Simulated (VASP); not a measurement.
A run of VASP 6.6.1 is set up as follows.

Contents of INCAR:

```
SYSTEM = Cs2Si3
PREC = Accurate
ENCUT = 600
EDIFF = 1E-7
ISMEAR = 0
SIGMA = 0.1
LREAL = .False.
LASPH = .True.
NELM = 100
ALGO = Normal
ISIF = 3
LWAVE = .False.
LCHARG = .False.
GGA = PE
IBRION = 2
NSW = 90
EDIFFG = -0.04
```

Contents of KPOINTS:

```
Automatic mesh
0
Gamma
  6 6 4
  0 0 0
```

The input POSCAR:

```
Cs2Si3
1.0
    4.6166191172      0.0000000000      0.0000000000
   -2.3083095586      3.9981094350      0.0000000000
    0.0000000000      0.0000000000      7.1827094386
Cs Si
2 3
Direct
    0.3333333333      0.6666666667      0.2450000000
    0.6666666667      0.3333333333      0.7550000000
    0.0000000000      0.0000000000      0.0000000000
    0.3333333333      0.6666666667      0.6450000000
    0.6666666667      0.3333333333      0.3550000000
```

Potentials or basis: VASP PAW PBE potentials, release 64 (Cs_sv, Si).

Launch:

```sh
$ cat potpaw_PBE.64/Cs_sv/POTCAR potpaw_PBE.64/Si/POTCAR > POTCAR
$ mpirun -np 1 vasp_std > vasp.out
```

Task: Predict the space group after relaxing (to 0.1 Å).

Result: P-3m1 (No. 164).

Task: Estimate the relaxed volume.

Result: 35.67 Å³/atom.

The path:
```
step  energy change (eV)  largest force (eV/Å)  pressure (GPa)  volume (Å³)
   1              0.0000                3.0144           13.64       132.58
   3             -2.8064                0.7430            0.31       197.60
   5             -2.8611                0.5459           -0.68       214.29
   7             -2.9954                0.5846           -0.57       209.35
   9             -3.2619                0.6466           -0.22       196.15
  11             -3.4604                0.3137            0.05       185.81
  13             -3.5229                0.4839           -0.44       192.41
  15             -3.8752                0.3664           -0.05       189.53
  17             -4.3784                3.3775            5.66       162.15
  19             -4.7360                1.1949            4.38       171.07
  21             -4.6968                1.9784            5.06       168.05
  23             -4.7068                2.0988            5.02       168.11
  25             -4.7105                2.5836            4.67       168.28
  27             -4.7290                2.3403            4.74       168.36
  29             -4.8363                2.2816            4.44       169.52
  31             -5.2281                2.0804            3.38       174.18
  33             -6.3245                1.5849            0.24       192.81
  35             -6.9233                1.1693           -2.41       221.45
  37             -7.5457                0.3316           -0.76       195.84
  39             -7.5563                0.3123           -0.35       192.72
  41             -7.6297                0.5045            0.18       185.64
  43             -7.6579                0.5159            0.26       182.95
  45             -7.7303                0.1579           -0.30       181.83
  47             -7.7680                0.0509           -0.05       179.14
  48             -7.7701                0.0336            0.07       178.34
```

Caveat: the volume moved by over 15 % at a fixed basis, so the end points are rough.
